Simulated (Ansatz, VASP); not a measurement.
## One calculation of AlN, two programs

POSCAR

```
AlN
1.0
    3.1110021516      0.0000000000      0.0000000000
   -1.5555010758      2.6942068945      0.0000000000
    0.0000000000      0.0000000000      4.9780000000
Al N
2 2
Direct
    0.3333333333      0.6666666667      0.0104285404
    0.6666666667      0.3333333333      0.5104285404
    0.3333333333      0.6666666667      0.3649116111
    0.6666666667      0.3333333333      0.8649116111
```

The input INCAR.step1:

```
PREC = Accurate
ENCUT = 520
ISMEAR = 0
SIGMA = 0.05
LREAL = F
LASPH = T
NELM = 100
NBANDS = 16
GGA = PE
ALGO = Normal
EDIFF = 1E-4
LWAVE = T
LCHARG = F
```

INCAR.step2

```
PREC = Accurate
ENCUT = 520
EDIFF = 1E-6
ISMEAR = 0
SIGMA = 0.05
LREAL = F
LASPH = T
NELM = 100
ALGO = Normal
ISIF = 2
LWAVE = F
LCHARG = T
METAGGA = R2SCAN
LMIXTAU = T
LELF = T
LVHAR = T
NBANDS = 16
ISTART = 1
```

The input KPOINTS:

```
Automatic mesh
0
Gamma
  12 12 6
```

Input for Ansatz:

```yaml
crystal:
  lattice:
    - [3.1110021516, 0.0, 0.0]
    - [-1.5555010758, 2.6942068945, 0.0]
    - [0.0, 0.0, 4.978]
  atoms:
    - { symbol: Al, position: [0.3333333333, 0.6666666667, 0.0104285404] }
    - { symbol: Al, position: [0.6666666667, 0.3333333333, 0.5104285404] }
    - { symbol: "N", position: [0.3333333333, 0.6666666667, 0.3649116111] }
    - { symbol: "N", position: [0.6666666667, 0.3333333333, 0.8649116111] }
basis:
  ecutwfc: 500
kpoints:
  mp_grid: { grid: [12, 12, 6] }
hamiltonian:
  xc: r2scan
scf:
  occupations: { method: gaussian, width: 0.05 }
output:
  forces: true
  stress: true
  eigenvalues: true
```

Change from the starting cell: mode 7 (591.5 1/cm) frozen in, largest displacement -0.100 Å.

Alike in both runs: task single point; functional r2SCAN; k mesh 12 × 12 × 6; occupations gaussian, width 0.05 eV; no spin polarisation.

```csv
,VASP,Ansatz
version,VASP 6.6.1,Ansatz 0.2.0
potentials or method,"VASP PAW PBE potentials, release 64 (Al, N), cutoff 520 eV","scalar-relativistic, plane waves, PAW"
valence electrons in the cell,16,16
```

```tsv
	VASP	Ansatz	Ansatz less VASP
gap on the k mesh at the Fermi level (eV)	4.88	4.84	-0.040
least direct gap on the mesh (eV)	4.88	4.84	-0.040
pressure (GPa)	2.2	2.5	+0.32
traceless stress, the component that is largest in VASP (GPa)	16.88	16.54	-0.341
rms of the force components (eV/Å)	1.494	1.473	-0.0206
```

VASP's potentials were made for PBE, not for r2SCAN. Atom by atom the forces differ by 0.021 eV/Å (rms over components).
